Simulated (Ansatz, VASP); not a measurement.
## One calculation of Bi2Te2O3, two programs

```
Bi Te O
1.0
     4.37167   -0.00495   -0.00891
    -2.07789    5.67391    0.05963
    -0.31914   -3.06532    7.29073
Bi Te O
2 2 3
Direct
  0.11170 0.27227 0.84162
  0.85318 0.73690 0.13911
  0.73296 0.42347 0.41743
  0.47193 0.70478 0.68406
  0.29069 0.61073 0.08807
  0.66309 0.36207 0.92917
  0.87646 0.88979 0.90055
```

Change from the starting cell: cell x1, atoms moved at random (sigma 0.05 Å) and cell strained at random (1.5 %), then relaxed without symmetry.

Alike in both runs: functional PBE; k mesh 4 × 4 × 2; occupations gaussian, width 0.1 eV; no spin polarisation.

Ansatz relaxed the structure, and its values are those at the end. VASP's run is a single point on that final structure, the one shown.

|  | VASP | Ansatz |
| --- | --- | --- |
| version | VASP 6.6.1 | Ansatz 0.2.0 |
| potentials or method | VASP PAW PBE potentials, release 64 (Bi_d, Te, O), cutoff 520 eV | scalar-relativistic, plane waves, PAW |
| valence electrons in the cell | 60 | 80 |

Ansatz gave:

| Item | Value |
| --- | --- |
| gap on the k mesh at the Fermi level (eV) | 0.90 |
| least direct gap on the mesh (eV) | 1.07 |
| pressure (GPa) | 0.0 |
| rms of the force components (eV/Å) | 0.006 |

Which values does VASP return?

gap on the k mesh at the Fermi level (eV): 0.90; least direct gap on the mesh (eV): 1.07; pressure (GPa): 0.0; rms of the force components (eV/Å): 0.024.

With one functional, cell and mesh, what is left measures potentials, basis and numerics. VASP's potentials hold 60 valence electrons a cell and Ansatz's 80, so a difference there can come from the potentials and not from the codes.

The k mesh is coarse, so the values compare programs but aren't converged. Neither program's run includes spin-orbit coupling.
